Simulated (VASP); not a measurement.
Input of a VASP 6.6.1 run:

The input POSCAR:

```
Al16Ru
1.0
    5.7275650000      0.0000000000      0.0000000000
    2.8637820000      4.9602170000      0.0000000000
    0.0000000000      0.0000000000     18.0148060000
Al Ru
16 1
Direct
    0.0000000000      0.0000000000      0.0555098956
    0.5000000873      0.0000000000      0.0555098956
   -0.0000000504      0.5000001008      0.0555098956
    0.5000000369      0.5000001008      0.0555098956
    0.1680838124      0.1659497961      0.1826009117
    0.6632462198      0.1666447254      0.1800032151
    0.1672173256      0.6663827409      0.1824344375
    0.6632475002      0.6700914496      0.1800013278
   -0.1737699328      0.3368778019      0.3025798335
    0.3402613733      0.3334342026      0.3121395257
   -0.1688594399      0.8344110752      0.3036706585
    0.3402779570      0.8262608269      0.3121343633
   -0.0374777756      0.0477747244      0.4270598307
    0.4914744777      0.0042405403      0.4418117520
   -0.0375503652      0.4896797862      0.4270817016
    0.3870293279      0.5564310997      0.4657077628
   -0.0967977878      0.7984122469      0.5158699461
```

The input INCAR.step1:

```
SYSTEM = Al16Ru
PREC     = Accurate       ! precision mode
ENCUT    = 520            ! plane-wave cutoff, eV
ISMEAR   = 0              ! smearing method
SIGMA    = 0.15           ! smearing width, eV
LREAL    = Auto         
LASPH    = .TRUE.         ! aspherical terms in the spheres
NELM     = 60             ! most SCF steps
NBANDS   = 45             ! bands
GGA      = PE             ! functional
ALGO     = Normal         ! electronic algorithm
EDIFF    = 1E-4           ! SCF threshold, eV
LWAVE    = .TRUE.         ! write WAVECAR
LCHARG   = .FALSE.        ! write CHGCAR
```

The input INCAR.step2:

```
SYSTEM = Al16Ru
PREC     = Accurate       ! precision mode
ENCUT    = 520            ! plane-wave cutoff, eV
EDIFF    = 1E-6           ! SCF threshold, eV
ISMEAR   = 0              ! smearing method
SIGMA    = 0.15           ! smearing width, eV
LREAL    = Auto         
LASPH    = .TRUE.         ! aspherical terms in the spheres
NELM     = 60             ! most SCF steps
ALGO     = Normal         ! electronic algorithm
ISIF     = 2              ! what is computed and relaxed
LWAVE    = .FALSE.        ! write WAVECAR
LCHARG   = .FALSE.        ! write CHGCAR
METAGGA  = R2SCAN         ! meta-GGA
LMIXTAU  = .TRUE.       
IVDW     = 12             ! dispersion correction
VDW_S6   = 1.0          
VDW_S8   = 0.78981345   
VDW_A1   = 0.49484001   
VDW_A2   = 5.73083694   
NBANDS   = 45             ! bands
ISTART   = 1
```

The input KPOINTS:

```
regular mesh
0
G
  3 3 1
  0 0 0
```

Potentials or basis: VASP PAW PBE potentials, release 64 (Al, Ru_pv).

Command:

```sh
$ cat potpaw_PBE.64/Al/POTCAR potpaw_PBE.64/Ru_pv/POTCAR > POTCAR
$ cp INCAR.step1 INCAR
$ mpirun -np 1 vasp_std > vasp.out
$ cp INCAR.step2 INCAR
$ mpirun -np 1 vasp_std > vasp.out
```

Q: Estimate the largest force.

A: 0.132 eV/Å.

Q: Estimate the dispersion energy per atom.

A: -0.121 eV.

Q: Predict the band gap on the k mesh.

A: Zero (bands 31 and 32 overlap by 0.53 eV).

Forces on the atoms (eV/Å):
```
Al  -0.079 -0.105 -0.014
Al   0.066 -0.038 -0.001
Al   0.052  0.121 -0.014
Al  -0.037  0.021  0.077
Al  -0.003  0.002 -0.002
Al  -0.003  0.002  0.004
Al  -0.001  0.000 -0.002
Al  -0.003  0.001  0.004
Al  -0.001  0.000 -0.004
Al   0.002  0.000 -0.003
Al   0.006 -0.003 -0.001
Al   0.001 -0.002 -0.003
Al   0.020  0.026 -0.029
Al  -0.013  0.008 -0.019
Al  -0.012 -0.030 -0.030
Al   0.001 -0.001 -0.011
Ru   0.001 -0.001  0.048
```

Caveat: the k points lie up to 0.42 Å⁻¹ apart, too coarse for converged energies and pressures of a metal; the PAW data sets were made with another functional, which shifts forces and pressure a little.
